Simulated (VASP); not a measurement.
W: electric field gradients with LDA

W:

```xyz
1
Lattice="0.0000 2.0300 2.0300 2.0300 0.0000 2.0300 2.0300 2.0300 0.0000" Properties=species:S:1:pos:R:3 pbc="T T T"
W     0.0000    0.0000    0.0000
```

```
Program                : VASP 6.6.1
Task                   : electric field gradients
Functional             : LDA
Potentials or basis    : VASP PAW LDA potentials, release 64 (W_sv)
Cutoff                 : 520 eV
k mesh                 : 14 × 14 × 14
Occupations            : fermi-dirac, width 0.05 eV
Spin                   : no spin polarisation
Dipole correction      : no
Further INCAR settings : ALGO = Normal; EDIFF = 1e-08; NBANDS = 13
```

```
Pressure               : -16.4 GPa
Band gap on the k mesh : zero (band 7 reaches 13.17 eV, above the bottom of band 8 at 9.52 eV)
```

Levels at points of the mesh, in eV from the Fermi level:
| k point | band 3 | band 4 | band 5 | band 6 | band 7 | band 8 | band 9 | band 10 | band 11 | band 12 |
| --- | --- | --- | --- | --- | --- | --- | --- | --- | --- | --- |
| (0.00, 0.00, 0.00) | -37.14 | -37.14 | -8.77 | -0.53 | -0.53 | -0.53 | 2.47 | 2.47 | 12.88 | 17.94 |
| (0.50, 0.00, 0.00) | -37.28 | -37.28 | -5.44 | -0.76 | -0.76 | 0.76 | 4.90 | 4.90 | 10.03 | 12.51 |
| (0.50, 0.50, 0.00) | -37.53 | -37.53 | -5.32 | -4.37 | 3.11 | 4.84 | 5.62 | 5.62 | 11.67 | 11.67 |

It took 11 s on 1 thread of Intel(R) Xeon(R) Platinum 8488C (Sapphire Rapids) (shared host), peak memory 0.14 GiB.

Caveat: without QUAD_EFG the Cq values of the log hold for a quadrupole moment of 1 mb, not for the nuclei; spin-orbit coupling is left out, which moves the levels of the heavy elements.
